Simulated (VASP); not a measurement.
A run of VASP 6.6.1 is set up as follows.

Contents of INCAR:

```
PREC = Accurate
ENCUT = 520
EDIFF = 1E-7
ISMEAR = 0
SIGMA = 0.1
LREAL = False
LASPH = True
NELM = 60
ALGO = Fast
ISIF = 2
LWAVE = False
LCHARG = False
GGA = PE
NBANDS = 10
```

KPOINTS

```
Automatic mesh
0
Gamma
  22 22 12
```

POSCAR

```
Al
1.0
    1.4254196030     -2.4688534796      0.0000000000
    1.4254196030      2.4688534796      0.0000000000
    0.0000000000      0.0000000000      4.7279807961
Al
2
Direct
    0.3333280162      0.6666719838      0.7500000000
    0.6666719838      0.3333280162      0.2500000000
```

Potentials or basis: VASP PAW PBE potentials, release 64 (Al).

The run is started by

```sh
$ cat potpaw_PBE.64/Al/POTCAR > POTCAR
$ mpirun -np 1 vasp_std > vasp.out
```

**Question.** Estimate the pressure.

**Answer.** 0.0 GPa.

**Question.** What does it give for the band gap on the k mesh?

**Answer.** Zero (bands 3 and 4 overlap by 7.25 eV).
